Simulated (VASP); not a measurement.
# Hf in VASP: settings compared

The runs below take Hf through single point, with PBE, r2SCAN.

Everything below comes from runs of VASP 6.6.1. Logs are shortened: lines on timing, memory, paths and dates and some standing lists are left out, and cuts for length are marked.

## 1. The cell of the first run

The structure is hexagonal, space group P6_3/mmc (No. 194). Conventional cell: a = 3.259 Å, b = 3.259 Å, c = 5.157 Å, α = 90.00°, β = 90.00°, γ = 120.00°. Within 4.2 Å of Hf (site symmetry -6m2) lie 12 Hf at 3.19 to 3.26 Å.

## 2. Single point, PBE (volume scaled by 1.06)

File INCAR:

```
SYSTEM = Hf
PREC     = Accurate       ! precision mode
ENCUT    = 520            ! plane-wave cutoff, eV
EDIFF    = 1E-6           ! SCF threshold, eV
ISMEAR   = -1             ! smearing method
SIGMA    = 0.05           ! smearing width, eV
LREAL    = .FALSE.        ! projectors in reciprocal space
LASPH    = .TRUE.         ! aspherical terms in the spheres
NELM     = 60             ! most SCF steps
ALGO     = Fast           ! electronic algorithm
ISIF     = 2              ! what is computed and relaxed
LWAVE    = .FALSE.        ! write WAVECAR
LCHARG   = .TRUE.         ! write CHGCAR
GGA      = PE             ! functional
LELF     = .TRUE.         ! ELF
LVHAR    = .TRUE.       
NBANDS   = 17             ! bands
```

File KPOINTS:

```
regular mesh
0
G
  10 10 5
  0 0 0
```

File POSCAR:

```
Hf
1.0
    3.2593963094      0.0000000000      0.0000000000
   -1.6296981547      2.8227200050      0.0000000000
    0.0000000000      0.0000000000      5.1569977332
Hf
2
Direct
    0.6666666667      0.3333333333      0.7500000000
    0.3333333333      0.6666666667      0.2500000000
```

Potentials or basis: VASP PAW PBE potentials, release 64 (Hf_pv).

Command:

```bash
> cat potpaw_PBE.64/Hf_pv/POTCAR > POTCAR
> mpirun -np 1 vasp_std > vasp.out
```

OUTCAR:

```text
SYSTEM = Hf
   PREC = Accurate
   ENCUT = 520
   EDIFF = 1E-6
   ISMEAR = -1
   LREAL = .FALSE.
   LASPH = .TRUE.
   NELM = 60
   ISIF = 2
   GGA = PE

 ion  position               nearest neighbor table
   1  0.667  0.333  0.750-   2 3.19   2 3.19   2 3.19   2 3.19   2 3.19   2 3.19
   2  0.333  0.667  0.250-   1 3.19   1 3.19   1 3.19   1 3.19   1 3.19   1 3.19

  LATTYP: Found a hexagonal cell.
 ALAT       =     3.2593963094
 C/A-ratio  =     1.5821941377

  Lattice vectors:

 A1 = (   3.2593963094,   0.0000000000,   0.0000000000)
 A2 = (  -1.6296981547,   2.8227200050,   0.0000000000)
 A3 = (   0.0000000000,   0.0000000000,   5.1569977332)

Analysis of symmetry for initial positions (statically):
=====================================================================
 Subroutine PRICEL returns:
 Original cell was already a primitive cell.

 Routine SETGRP: Setting up the symmetry group for a
 hexagonal supercell.

 Subroutine GETGRP returns: Found 24 space group operations
 (whereof 12 operations were pure point group operations)
 out of a pool of 24 trial point group operations.

The static configuration has the point symmetry D_3d.
 The point group associated with its full space group is D_6h.

Analysis of symmetry for dynamics (positions and initial velocities):
=====================================================================
 Subroutine PRICEL returns:
 Original cell was already a primitive cell.

 Routine SETGRP: Setting up the symmetry group for a
 hexagonal supercell.

 Subroutine GETGRP returns: Found 24 space group operations
 (whereof 12 operations were pure point group operations)
 out of a pool of 24 trial point group operations.

The dynamic configuration has the point symmetry D_3d.
 The point group associated with its full space group is D_6h.

 Subroutine INISYM returns: Found 24 space group operations
 (whereof 12 operations are pure point group operations),
 and found     1 'primitive' translations

----------------------------------------------------------------------------------------

                                     Primitive cell

  volume of cell :      47.4463

  direct lattice vectors                    reciprocal lattice vectors
     3.259396309  0.000000000  0.000000000     0.306805281  0.177134111  0.000000000
    -1.629698155  2.822720005  0.000000000     0.000000000  0.354268223  0.000000000
     0.000000000  0.000000000  5.156997733     0.000000000  0.000000000  0.193911274

  length of vectors
     3.259396309  3.259396309  5.156997733     0.354268223  0.354268223  0.193911274

  position of ions in fractional coordinates (direct lattice)
     0.666666667  0.333333333  0.750000000
     0.333333333  0.666666667  0.250000000

  ion indices of the primitive-cell ions
   primitive index   ion index
                 1           1
                 2           2

----------------------------------------------------------------------------------------

 KPOINTS: regular mesh

Automatic generation of k-mesh.
 Grid dimensions read from file:
 generate k-points for:   10   10    5

 Generating k-lattice:

  Cartesian coordinates                     Fractional coordinates (reciprocal lattice)
     0.030680528  0.017713411  0.000000000     0.100000000  0.000000000  0.000000000
     0.000000000  0.035426822  0.000000000     0.000000000  0.100000000  0.000000000
     0.000000000  0.000000000  0.038782255     0.000000000  0.000000000  0.200000000

  Length of vectors
     0.035426822  0.035426822  0.038782255

  Shift w.r.t. Gamma in fractional coordinates (k-lattice)
     0.000000000  0.000000000  0.000000000

 Subroutine IBZKPT returns following result:
 ===========================================

 Found     42 irreducible k-points:

 Following reciprocal coordinates:
            Coordinates               Weight
  0.000000  0.000000  0.000000      1.000000
  0.100000  0.000000  0.000000      6.000000
  0.200000  0.000000  0.000000      6.000000
  0.300000  0.000000  0.000000      6.000000
  0.400000  0.000000  0.000000      6.000000
  0.500000  0.000000  0.000000      3.000000
[... 16 lines left out ...]
  0.300000  0.100000  0.200000     24.000000
  0.400000  0.100000  0.200000     24.000000
 [... further k-points ...]
   k-points           NKPTS =     42   k-points in BZ     NKDIM =     42   number of bands    NBANDS=     17
   number of dos      NEDOS =    301   number of ions     NIONS =      2
   total plane-waves  NPLWV =  23040
   dimension x,y,z NGX =    24 NGY =   24 NGZ =   40
   dimension x,y,z NGXF=    48 NGYF=   48 NGZF=   80
   ions per type =               2
   NGX,Y,Z   is equivalent  to a cutoff of  12.24, 12.24, 12.89 a.u.
   NGXF,Y,Z  is equivalent  to a cutoff of  24.48, 24.48, 25.79 a.u.
 SYSTEM =  Hf
   PREC   = accura    normal or accurate (medium, high low for compatibility)
   ISTART =      0    job   : 0-new  1-cont  2-samecut
   ICHARG =      2    charge: 1-file 2-atom 10-const
   ISPIN  =      1    spin polarized calculation?
   LNONCOLLINEAR =      F non collinear calculations
   LSORBIT =      F    spin-orbit coupling
   LASPH  =      T    aspherical Exc in radial PAW
   ENCUT  =  520.0 eV  38.22 Ry    6.18 a.u.   6.06  6.06  9.59*2*pi/ulx,y,z
   NELM   =     60;   NELMIN=  2; NELMDL= -5     # of ELM steps
   EDIFF  = 0.1E-05   stopping-criterion for ELM
   LREAL  =      F    real-space projection
   EDIFFG = 0.1E-04   stopping-criterion for IOM
   NSW    =      0    number of steps for IOM
   IBRION =     -1    ionic relax: 0-MD 1-quasi-New 2-CG
   NFREE  =      0    steps in history (QN), initial steepest desc. (CG)
   ISIF   =      2    stress and relaxation
   ISYM   =      2    0-nonsym 1-usesym 2-fastsym
   POTIM  = 0.5000    time-step for ionic-motion
   TEBEG  =    0.0;   TEEND  =   0.0 temperature during run
   PSTRESS=    0.0 pullay stress
   NELECT =      20.0000    total number of electrons
   NUPDOWN=      -1.0000    fix difference up-down
   EMIN   =  10.00;   EMAX   =-10.00  energy-range for DOS
   EFERMI =   0.00;   METHOD = LEGACY
   ISMEAR =    -1;   SIGMA  =   0.05  broadening in eV -4-tet -1-fermi 0-gaus
   EFERMI_NEDOS =   21; number of points for ismear=-14 and -15
   IALGO  =     68    algorithm
   IMIX   =      4    mixing-type and parameters
     AMIX     =   0.40;   BMIX     =  1.00
     AMIX_MAG =   1.60;   BMIX_MAG =  1.00
  volume/ion in A,a.u.               =      23.72       160.09
  Fermi-wavevector in a.u.,A,eV,Ry     =   1.227489  2.319617 20.500288  1.506729
  Thomas-Fermi vector in A             =   2.362450
   LORBIT       =      0    0 simple, 1 ext, 2 COOP (PROOUT), +10 PAW based schemes
   GGA     = PE    functional components
   LHFCALC =     F    Hartree Fock is set to
   AEXX    =    0.0000 exact exchange contribution
   IVDW    =     0    specifies the selected vdW correction
   LEPSILON=     F    determine dielectric tensor
   LRPA    =     F    only Hartree local field effects (RPA)
 non-spin polarized calculation
 RMM-DIIS sequential band-by-band and
  energy-cutoff  :      520.00
  volume of cell :       47.45
 maximum number of plane-waves:      1296
   NGX = 13   NGY = 13   NGZ = 19

 number of electron      19.9999999 magnetization

 Free energy of the ion-electron system (eV)
  ---------------------------------------------------
  ext. energy  EPLUGINS =         0.00000000
  ---------------------------------------------------
  free energy    TOTEN  =       -19.80804719 eV

  energy without entropy =      -19.79431854  energy(sigma->0) =      -19.80118287

 E-fermi :   4.5226     XC(G=0): -11.0192

 val. band max:        4.4836968238   @ k =   0.1000   0.1000   0.0000
 cond. band min:       4.5594120146   @ k =   0.1000   0.1000   0.4000
 fundamental gap:      0.0757151908
 Fermi energy:         4.5226219676

 k-point     1 :       0.0000    0.0000    0.0000
  band No.  band energies     occupation
      1     -26.6141      2.00000
      2     -26.0011      2.00000
      3     -26.0011      2.00000
      4     -25.9043      2.00000
      5     -25.8951      2.00000
      6     -25.8951      2.00000
[... 9 lines left out ...]
     16       7.0306      0.00000
     17       9.5415      0.00000

 k-point     2 :       0.1000    0.0000    0.0000
  band No.  band energies     occupation
      1     -26.5930      2.00000
      2     -26.0451      2.00000
      3     -26.0159      2.00000
      4     -25.9414      2.00000
      5     -25.9141      2.00000
      6     -25.9013      2.00000
[... 9 lines left out ...]
     16       6.7786      0.00000
     17       9.7377      0.00000

 k-point     3 :       0.2000    0.0000    0.0000
  band No.  band energies     occupation
      1     -26.5340      2.00000
      2     -26.1605      2.00000
      3     -26.0589      2.00000
      4     -26.0532      2.00000
      5     -25.9437      2.00000
      6     -25.9187      2.00000
[... 9 lines left out ...]
     16       7.4090      0.00000
     17      10.0950      0.00000

 k-point     4 :       0.3000    0.0000    0.0000
  band No.  band energies     occupation
      1     -26.4493      2.00000
      2     -26.3034      2.00000
      3     -26.1972      2.00000
      4     -26.0971      2.00000
      5     -25.9920      2.00000
      6     -25.9418      2.00000
[... 9 lines left out ...]
     16       8.4874      0.00000
     17      10.3696      0.00000
[... 343 lines left out ...]
      1     -26.4648      2.00000
      2     -26.2212      2.00000
      3     -26.1794      2.00000
      4     -26.0758      2.00000
      5     -25.9757      2.00000
      6     -25.9598      2.00000
[... 9 lines left out ...]
     16       8.3028      0.00000
     17       9.9636      0.00000

 k-point    23 :       0.3000    0.1000    0.2000
  band No.  band energies     occupation
      1     -26.4542      2.00000
      2     -26.3310      2.00000
      3     -26.2383      2.00000
      4     -26.1220      2.00000
      5     -26.0215      2.00000
      6     -25.9855      2.00000
[... 9 lines left out ...]
     16       9.1359      0.00000
     17      10.2400      0.00000

 k-point    24 :       0.4000    0.1000    0.2000
  band No.  band energies     occupation
      1     -26.4894      2.00000
      2     -26.3851      2.00000
      3     -26.2388      2.00000
      4     -26.1392      2.00000
      5     -26.0645      2.00000
      6     -26.0035      2.00000
[... 9 lines left out ...]
     16      10.0760      0.00000
     17      10.8260      0.00000

 [... further k-points ...]
[... 5 lines left out ...]
  --------------------------------------------------------------------------------------
  -------------------------------------------------------------------------------------
  Total       -1.5776148     -1.5776148     -1.7769941      0.0000000     -0.0000000      0.0000000
  in kB      -53.2733040    -53.2733040    -60.0059977      0.0000000     -0.0000000      0.0000000
  external PRESSURE =     -55.5175352 kB  Pullay stress =       0.0000000 kB

 VOLUME and BASIS-vectors are now :
 -----------------------------------------------------------------------------
  energy-cutoff  :      520.00
  volume of cell :       47.45
      direct lattice vectors                 reciprocal lattice vectors
     3.259396309  0.000000000  0.000000000     0.306805281  0.177134111  0.000000000
    -1.629698155  2.822720005  0.000000000     0.000000000  0.354268223  0.000000000
     0.000000000  0.000000000  5.156997733     0.000000000  0.000000000  0.193911274

 POSITION                                       TOTAL-FORCE (eV/Angst)
 -----------------------------------------------------------------------------------
      1.62970      0.94091      3.86775         0.000000     -0.000000      0.000000
     -0.00000      1.88181      1.28925        -0.000000      0.000000      0.000000
 -----------------------------------------------------------------------------------
    total drift:                                0.000000     -0.000000      0.000000

  FREE ENERGIE OF THE ION-ELECTRON SYSTEM (eV)
  ---------------------------------------------------
  free  energy   TOTEN  =       -19.8080471928 eV

  energy  without entropy=      -19.7943185399  energy(sigma->0) =      -19.80118287
```

Wall time 63 s (1 thread of AMD EPYC 7R43 (Zen 3), shared host); peak memory 0.13 GiB.

What came out:

```
Free energy            : -19.8080 eV
Pressure               : -5.6 GPa
Band gap on the k mesh : zero (band 10 reaches 5.68 eV, above the bottom of band 11 at 4.19 eV)
```

Caveat: the cell differs from its parent crystal (volume scaled by 1.06); spin-orbit coupling is left out, which moves the levels of the heavy elements.

## 3. Single point, PBE (atoms moved at random)

File INCAR:

```
SYSTEM = Hf
ALGO = Fast
EDIFF = 1E-7
ENCUT = 520
GGA = PE
ISIF = 2
ISMEAR = -1
LASPH = .True.
LCHARG = .False.
LREAL = .False.
LWAVE = .False.
NBANDS = 17
NELM = 100
PREC = Accurate
SIGMA = 0.05
```

File KPOINTS:

```
k-points
0
Gamma
  10 10 5
  0 0 0
```

File POSCAR:

```
Hf
1.0
    3.1967000000      0.0000000000      0.0000000000
   -1.5983500000      2.7684234083      0.0000000000
    0.0000000000      0.0000000000      5.0578000000
Hf
2
Direct
    0.6707990000      0.3463000000      0.7545060000
    0.3256540000      0.6728700000      0.2466750000
```

Potentials or basis: VASP PAW PBE potentials, release 64 (Hf_pv).

Command:

```bash
> cat potpaw_PBE.64/Hf_pv/POTCAR > POTCAR
> mpirun -np 1 vasp_std > vasp.out
```

Wall time 4.6 min (1 thread of AMD EPYC 7R43 (Zen 3), shared host); peak memory 0.24 GiB.

The run converged. Its results:

```yaml
Free_energy: -19.8511 eV
Pressure: 0.2 GPa
Largest_force: 0.160 eV/Å
Band_gap_on_the_k_mesh: zero (band 10 reaches 6.07 eV, above the bottom of band 11 at 4.58 eV)
```

Forces in eV/Å, atoms in the order of the input:
```
Hf  -0.063 -0.044 -0.141
Hf   0.063  0.044  0.141
```

Stress tensor (GPa, compression positive):
```
0.50 0.25 0.05
0.25 0.16 0.03
0.05 0.03 0.03
```

Levels at points of the mesh, in eV from the Fermi level:
| k point | band 6 | band 7 | band 8 | band 9 | band 10 | band 11 | band 12 | band 13 | band 14 | band 15 |
| --- | --- | --- | --- | --- | --- | --- | --- | --- | --- | --- |
| (0.00, 0.00, 0.00) | -30.19 | -7.37 | -3.70 | 0.64 | 1.17 | 1.21 | 1.48 | 1.97 | 2.04 | 2.58 |
| (0.50, 0.00, 0.00) | -30.28 | -3.29 | -2.74 | -2.15 | -0.81 | 0.76 | 0.82 | 1.65 | 5.87 | 6.41 |
| (0.00, 0.50, 0.00) | -30.28 | -3.37 | -2.74 | -2.24 | -0.78 | 0.79 | 0.95 | 1.72 | 5.91 | 6.38 |
| (0.50, 0.50, 0.00) | -30.28 | -3.36 | -2.74 | -2.24 | -0.78 | 0.79 | 0.93 | 1.71 | 5.91 | 6.38 |

Caveat: the cell differs from its parent crystal (atoms moved at random); spin-orbit coupling is left out, which moves the levels of the heavy elements.

## 4. Single point, r2SCAN

This run uses another cell than the first one, of 21.04 Å³/atom, 0.887 times its volume.

File POSCAR:

```
Hf
1.0
    3.1314429137      0.0000000000      0.0000000000
   -1.5657214569      2.7119091138      0.0000000000
    0.0000000000      0.0000000000      4.9545506207
Hf
2
Direct
    0.6666666667      0.3333333333      0.7500000000
    0.3333333333      0.6666666667      0.2500000000
```

File INCAR.step1:

```
SYSTEM = Hf
PREC = Accurate ; ENCUT = 520
ISMEAR = -1 ; SIGMA = 0.05
LREAL = .FALSE. ; LASPH = .TRUE.
NELM = 100 ; NBANDS = 17
GGA = PE ; ALGO = Normal
EDIFF = 1E-4 ; LWAVE = .TRUE.
LCHARG = .FALSE.
```

File INCAR.step2:

```
SYSTEM = Hf
PREC = Accurate ; ENCUT = 520
EDIFF = 1E-7 ; ISMEAR = -1
SIGMA = 0.05 ; LREAL = .FALSE.
LASPH = .TRUE. ; NELM = 100
ALGO = Normal ; ISIF = 2
LWAVE = .FALSE. ; LCHARG = .FALSE.
METAGGA = R2SCAN ; LMIXTAU = .TRUE.
NBANDS = 17 ; ISTART = 1
```

File KPOINTS:

```
regular mesh
0
G
  10 10 5
  0 0 0
```

Command:

```bash
> cat potpaw_PBE.64/Hf_pv/POTCAR > POTCAR
> cp INCAR.step1 INCAR
> mpirun -np 1 vasp_std > vasp.out
> cp INCAR.step2 INCAR
> mpirun -np 1 vasp_std > vasp.out
```

Run time: 65 s. Hardware: 1 thread of AMD EPYC 9R45 (Zen 5), shared host; peak memory 0.15 GiB.

It converged, with:

| Quantity | Value |
| --- | --- |
| Free energy | -90.2571 eV |
| Pressure | 6.6 GPa |
| Band gap on the k mesh | zero (band 10 reaches 6.61 eV, above the bottom of band 11 at 4.90 eV) |

Stress tensor (GPa, compression positive):
```
6.90 0.00 0.00
0.00 6.90 0.00
0.00 0.00 5.96
```

Levels at points of the mesh, in eV from the Fermi level:
```tsv
k point	band 8	band 9	band 10	band 11	band 12	band 13
(0.00, 0.00, 0.00)	-4.02	0.67	1.37	1.37	1.70	2.32
(0.50, 0.00, 0.00)	-3.06	-2.51	-0.88	0.99	1.03	1.97
```

Caveat: the PAW data sets were made with another functional, which shifts forces and pressure a little; spin-orbit coupling is left out, which moves the levels of the heavy elements.

## 5. Overview

| level | cell | gap on the mesh (eV) | pressure (GPa) |
| --- | --- | --- | --- |
| PBE | a = 3.259, b = 3.259, c = 5.157 Å, angles 90.0, 90.0, 120.0°, 2 atoms | none | -5.6 |
| PBE | a = 3.197, b = 3.197, c = 5.058 Å, angles 90.0, 90.0, 120.0°, 2 atoms | none | 0.2 |
| r2SCAN | a = 3.131, b = 3.131, c = 4.955 Å, angles 90.0, 90.0, 120.0°, 2 atoms | none | 6.6 |

Alike in all rows: task single point; potentials or basis VASP PAW PBE potentials, release 64 (Hf_pv); no spin polarisation; k mesh 10 × 10 × 5; cutoff (eV) 520; smearing fermi-dirac 0.05 eV.

Caveats: spin-orbit coupling is left out, which moves the levels of the heavy elements; the PAW data sets were made with another functional, which shifts forces and pressure a little (some runs).

Absolute energies hang on the potentials; compare differences alone.
